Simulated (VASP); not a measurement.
# C in VASP: single point with PBE

Aim: the single point of C with PBE.

Everything below comes from runs of VASP 6.6.1. Logs are shortened: lines on timing, memory, paths and dates and some standing lists are left out, and cuts for length are marked.

## 1. The cell of the first run

The cell holds a slab with vacuum, 18 atoms: a = 7.398 Å, b = 7.398 Å, c = 11.000 Å, α = 90.00°, β = 90.00°, γ = 120.00°.

## 2. Single point, PBE

File INCAR:

```
SYSTEM = C
PREC     = Accurate       ! precision mode
ENCUT    = 520            ! plane-wave cutoff, eV
EDIFF    = 1E-6           ! SCF threshold, eV
ISMEAR   = -1             ! smearing method
SIGMA    = 0.05           ! smearing width, eV
LREAL    = Auto         
LASPH    = .TRUE.         ! aspherical terms in the spheres
NELM     = 60             ! most SCF steps
ALGO     = Normal         ! electronic algorithm
ISIF     = 2              ! what is computed and relaxed
LWAVE    = .FALSE.        ! write WAVECAR
LCHARG   = .TRUE.         ! write CHGCAR
GGA      = PE             ! functional
LELF     = .TRUE.         ! ELF
LVHAR    = .TRUE.       
NBANDS   = 51             ! bands
```

File KPOINTS:

```
regular mesh
0
G
  2 2 1
  0 0 0
```

File POSCAR:

```
C
1.0
    7.3980000000      0.0000000000      0.0000000000
   -3.6990000000      6.4068560000      0.0000000000
    0.0000000000      0.0000000000     11.0000000000
C
18
Direct
    0.0123052759      0.0125802734      0.1100090909
    0.2108170288      0.1030614704      0.0881909091
    0.0066144216      0.3382626362      0.0844181818
    0.2319199230      0.4473489025      0.0809272727
    0.0074487664      0.6598556297      0.0959090909
    0.2196987061      0.7715953035      0.0965727273
    0.3284520543     -0.0070861590      0.0881636364
    0.5564219497      0.1117084573      0.0839545455
    0.3306488235      0.3293971333      0.0679181818
    0.5499006958      0.4426508103      0.0886454545
    0.3429638274      0.6661925912      0.0898363636
    0.5579293879      0.7855803221      0.0880181818
    0.6666105471      0.0014827866      0.0874636364
    0.8806507553      0.1083682855      0.0955454545
    0.6690879945      0.3335801523      0.1040909091
    0.8758928082      0.4529210583      0.0995363636
    0.6611080072      0.6647410212      0.0932000000
    0.8915452600      0.7777917905      0.0939636364
```

Potentials or basis: VASP PAW PBE potentials, release 64 (C).

Launch:

```bash
$ cat potpaw_PBE.64/C/POTCAR > POTCAR
$ mpirun -np 1 vasp_std > vasp.out
```

OUTCAR:

```text
SYSTEM = C
   PREC = Accurate
   ENCUT = 520
   EDIFF = 1E-6
   ISMEAR = -1
   LREAL = Auto
   LASPH = .TRUE.
   NELM = 60
   ISIF = 2
   GGA = PE

 ion  position               nearest neighbor table
   1  0.012  0.013  0.110-   2 1.30  14 1.47  18 1.51
   2  0.211  0.103  0.088-   1 1.30   7 1.46   9 1.47
   3  0.007  0.338  0.084-   4 1.44  14 1.48  16 1.58
   4  0.232  0.447  0.081-   9 1.40  11 1.41   3 1.44
   5  0.007  0.660  0.096-  16 1.34   6 1.36  18 1.50
   6  0.220  0.772  0.097-   5 1.36   7 1.42  11 1.47
[... 10 lines left out ...]
  17  0.661  0.665  0.093-  10 1.42  12 1.44  18 1.48
  18  0.892  0.778  0.094-  17 1.48   5 1.50   1 1.51

  LATTYP: Found a hexagonal cell.
 ALAT       =     7.3980000000
 C/A-ratio  =     1.4868883482

  Lattice vectors:

 A1 = (   7.3980000000,   0.0000000000,   0.0000000000)
 A2 = (  -3.6990000000,   6.4068560000,   0.0000000000)
 A3 = (   0.0000000000,   0.0000000000,  11.0000000000)

Analysis of symmetry for initial positions (statically):
=====================================================================
 Subroutine PRICEL returns:
 Original cell was already a primitive cell.

 Routine SETGRP: Setting up the symmetry group for a
 hexagonal supercell.

 Subroutine GETGRP returns: Found  1 space group operations
 (whereof  1 operations were pure point group operations)
 out of a pool of 24 trial point group operations.

The static configuration has the point symmetry C_1 .

Analysis of symmetry for dynamics (positions and initial velocities):
=====================================================================
 Subroutine PRICEL returns:
 Original cell was already a primitive cell.

 Routine SETGRP: Setting up the symmetry group for a
 hexagonal supercell.

 Subroutine GETGRP returns: Found  1 space group operations
 (whereof  1 operations were pure point group operations)
 out of a pool of 24 trial point group operations.

The dynamic configuration has the point symmetry C_1 .

 Subroutine INISYM returns: Found  1 space group operations
 (whereof  1 operations are pure point group operations),
 and found     1 'primitive' translations

----------------------------------------------------------------------------------------

[... 99 lines left out ...]
   LSORBIT =      F    spin-orbit coupling
   LASPH  =      T    aspherical Exc in radial PAW
   ENCUT  =  520.0 eV  38.22 Ry    6.18 a.u.  13.76 13.76 20.45*2*pi/ulx,y,z
   NELM   =     60;   NELMIN=  2; NELMDL= -5     # of ELM steps
   EDIFF  = 0.1E-05   stopping-criterion for ELM
   LREAL  =      T    real-space projection
   EDIFFG = 0.1E-04   stopping-criterion for IOM
   NSW    =      0    number of steps for IOM
   IBRION =     -1    ionic relax: 0-MD 1-quasi-New 2-CG
   NFREE  =      0    steps in history (QN), initial steepest desc. (CG)
   ISIF   =      2    stress and relaxation
   ISYM   =      2    0-nonsym 1-usesym 2-fastsym
   POTIM  = 0.5000    time-step for ionic-motion
   TEBEG  =    0.0;   TEEND  =   0.0 temperature during run
   PSTRESS=    0.0 pullay stress
   NELECT =      72.0000    total number of electrons
   NUPDOWN=      -1.0000    fix difference up-down
   EMIN   =  10.00;   EMAX   =-10.00  energy-range for DOS
   EFERMI =   0.00;   METHOD = LEGACY
   ISMEAR =    -1;   SIGMA  =   0.05  broadening in eV -4-tet -1-fermi 0-gaus
   EFERMI_NEDOS =   21; number of points for ismear=-14 and -15
   IALGO  =     38    algorithm
   IMIX   =      4    mixing-type and parameters
     AMIX     =   0.40;   BMIX     =  1.00
     AMIX_MAG =   1.60;   BMIX_MAG =  1.00
  volume/ion in A,a.u.               =      28.97       195.47
  Fermi-wavevector in a.u.,A,eV,Ry     =   0.846191  1.599069  9.742302  0.716039
  Thomas-Fermi vector in A             =   1.961499
   LORBIT       =      0    0 simple, 1 ext, 2 COOP (PROOUT), +10 PAW based schemes
   GGA     = PE    functional components
[... 5 lines left out ...]
 non-spin polarized calculation
  energy-cutoff  :      520.00
  volume of cell :      521.38
 maximum number of plane-waves:     14099
 NGX is ok and might be reduce to    56
   NGX = 27   NGY = 27   NGZ = 41

 number of electron      71.9999999 magnetization

 Free energy of the ion-electron system (eV)
  ---------------------------------------------------
  ext. energy  EPLUGINS =         0.00000000
  ---------------------------------------------------
  free energy    TOTEN  =      -162.92028137 eV

  energy without entropy =     -162.90490698  energy(sigma->0) =     -162.91259417

 E-fermi :  -1.4991     XC(G=0):  -3.9183

 val. band max:       -1.6139197872   @ k =   0.0000   0.0000   0.0000
 cond. band min:      -1.3841544617   @ k =   0.0000   0.0000   0.0000
 fundamental gap:      0.2297653255
 Fermi energy:        -1.4991413046

 k-point     1 :       0.0000    0.0000    0.0000
  band No.  band energies     occupation
      1     -21.0407      2.00000
      2     -18.7853      2.00000
      3     -18.7637      2.00000
      4     -18.6169      2.00000
      5     -18.5146      2.00000
      6     -18.0649      2.00000
[... 193 lines left out ...]
     47       4.2296      0.00000
     48       4.4706      0.00000
 [bands above 48 left out]

------------------------ aborting loop because EDIFF is reached ----------------------------------------

  FORCE on cell =-STRESS in cart. coord.  units (eV):
  Direction    XX          YY          ZZ          XY          YZ          ZX
  --------------------------------------------------------------------------------------
  -------------------------------------------------------------------------------------
  Total        4.2285569      3.5463307     -1.4080349      1.0389345     -0.9698618     -0.9908189
  in kB       12.9942372     10.8977752     -4.3268517      3.1926168     -2.9803582     -3.0447587
  external PRESSURE =       6.5217202 kB  Pullay stress =       0.0000000 kB

 VOLUME and BASIS-vectors are now :
 -----------------------------------------------------------------------------
  energy-cutoff  :      520.00
  volume of cell :      521.38
      direct lattice vectors                 reciprocal lattice vectors
     7.398000000  0.000000000  0.000000000     0.135171668  0.078041398  0.000000000
    -3.699000000  6.406856000  0.000000000     0.000000000  0.156082796  0.000000000
     0.000000000  0.000000000 11.000000000     0.000000000  0.000000000  0.090909091

 POSITION                                       TOTAL-FORCE (eV/Angst)
 -----------------------------------------------------------------------------------
      0.04450      0.08060      1.21010        -6.011377     -6.044382     -1.633681
      1.17840      0.66030      0.97010         5.390389      3.960927     -0.833099
     -1.20230      2.16720      0.92860        -2.465049     -1.028416      1.329094
      0.06100      2.86610      0.89020        -2.581338     -1.099382     -0.367587
     -2.38570      4.22760      1.05500        -5.485483      3.503751      0.161025
     -1.22880      4.94350      1.06230         2.952879      0.749925     -0.750374
[... 10 lines left out ...]
      2.43200      4.25890      1.02520         2.630510      1.451075     -0.471324
      3.71860      4.98320      1.03360        -0.307926      0.391681      1.676474
 -----------------------------------------------------------------------------------
    total drift:                               -0.023588      0.017900      0.014992

  FREE ENERGIE OF THE ION-ELECTRON SYSTEM (eV)
  ---------------------------------------------------
  free  energy   TOTEN  =      -162.9202813664 eV

  energy  without entropy=     -162.9049069817  energy(sigma->0) =     -162.91259417
```

OSZICAR:

```text
N       E                     dE             d eps       ncg     rms          rms(c)
DAV:   1     0.586678874712E+03    0.58668E+03   -0.29142E+04   408   0.112E+03
DAV:   2    -0.842810070165E+02   -0.67096E+03   -0.64791E+03   613   0.274E+02
DAV:   3    -0.171904265574E+03   -0.87623E+02   -0.87170E+02   472   0.103E+02
[... 12 lines left out ...]
DAV:  16    -0.162920041041E+03   -0.12524E-02   -0.16351E-04   462   0.295E-02    0.451E-03
DAV:  17    -0.162920237381E+03   -0.19634E-03   -0.18582E-05   410   0.110E-02    0.166E-03
DAV:  18    -0.162920271929E+03   -0.34548E-04   -0.19376E-06   364   0.409E-03    0.837E-04
DAV:  19    -0.162920280376E+03   -0.84472E-05   -0.40051E-07   346   0.198E-03    0.230E-04
DAV:  20    -0.162920281366E+03   -0.99060E-06   -0.74553E-08   346   0.871E-04
   1 F= -.16292028E+03 E0= -.16291259E+03  d E =-.153744E-01
```

It took 2.6 min on 1 thread of Intel Xeon 6975P-C (Granite Rapids), shared host; peak memory 0.55 GiB.

What came out:

```
Free energy            : -162.9203 eV
Largest force          : 8.680 eV/Å
Band gap on the k mesh : 0.23 eV, direct
```

Forces on the atoms (eV/Å):
```
C   -6.011 -6.044 -1.634
C    5.390  3.961 -0.833
C   -2.465 -1.028  1.329
C   -2.581 -1.099 -0.368
C   -5.485  3.504  0.161
C    2.953  0.750 -0.750
C    0.454  0.999  0.001
C   -1.454 -0.302  1.154
C    1.449 -0.533  2.039
C    0.506 -0.552 -0.136
C   -2.380  0.929  0.014
C    0.973 -2.287  0.248
C   -0.555  0.403  0.141
C    3.459  3.673 -0.148
C   -4.291 -0.929 -1.743
C    7.716 -3.284 -0.682
C    2.631  1.451 -0.471
C   -0.308  0.392  1.676
```

Caveat: the k points lie up to 0.49 Å⁻¹ apart.
